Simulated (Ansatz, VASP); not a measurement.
## BN in VASP and in Ansatz

POSCAR

```
BN
1.0
    0.0000000000      1.8159897425      1.8159897425
    1.8159897425      0.0000000000      1.8159897425
    1.8159897425      1.8159897425      0.0000000000
B N
1 1
Direct
    0.0000000000      0.0000000000      0.0000000000
    0.2500000000      0.2500000000      0.2500000000
```

Contents of INCAR.step1:

```
PREC = Accurate
ENCUT = 520
EDIFF = 1E-5
ISMEAR = 0
SIGMA = 0.02
LREAL = F
LASPH = T
NELM = 60
ALGO = Normal
ISIF = 2
LWAVE = T
LCHARG = F
GGA = PE
NBANDS = 11
```

The input INCAR.step2:

```
PREC = Accurate
ENCUT = 520
EDIFF = 1E-6
ISMEAR = 0
SIGMA = 0.02
LREAL = F
LASPH = T
NELM = 60
ALGO = Normal
ISIF = 2
LWAVE = F
LCHARG = F
GGA = PE
LHFCALC = T
HFSCREEN = 0.2079
PRECFOCK = Normal
ISTART = 1
NBANDS = 11
```

Contents of KPOINTS:

```
Automatic mesh
0
Gamma
  6 6 6
```

Input for Ansatz:

```yaml
crystal:
  lattice:
    - [0.0, 1.8159897425, 1.8159897425]
    - [1.8159897425, 0.0, 1.8159897425]
    - [1.8159897425, 1.8159897425, 0.0]
  atoms:
    - { symbol: B, position: [0.0, 0.0, 0.0] }
    - { symbol: "N", position: [0.25, 0.25, 0.25] }
basis:
  ecutwfc: 420
kpoints:
  mp_grid: { grid: [6, 6, 6] }
hamiltonian:
  xc: hse06
scf:
  occupations: { method: gaussian, width: 0.02 }
output:
  forces: true
  stress: true
  eigenvalues: true
  write_density: true
  write_potential: true
  elf: true
  volumetric_format: npy
```

Alike in both runs: task single point; functional HSE06; k mesh 6 × 6 × 6; occupations gaussian, width 0.02 eV; no spin polarisation.

|  | VASP | Ansatz |
| --- | --- | --- |
| version | VASP 6.6.1 | Ansatz 0.2.0 |
| potentials or method | VASP PAW PBE potentials, release 64 (B, N), cutoff 520 eV | scalar-relativistic, plane waves, PAW |
| valence electrons in the cell | 8 | 8 |

|  | VASP | Ansatz | Ansatz less VASP |
| --- | --- | --- | --- |
| gap on the k mesh at the Fermi level (eV) | 5.76 | 5.77 | +0.014 |
| least direct gap on the mesh (eV) | 10.48 | 10.50 | +0.016 |
| pressure (GPa) | -10.9 | -11.3 | -0.42 |

Ansatz's warnings: stress exchange threshold loose, stress scf threshold loose.

The k mesh is coarse, so the values compare programs but aren't converged.
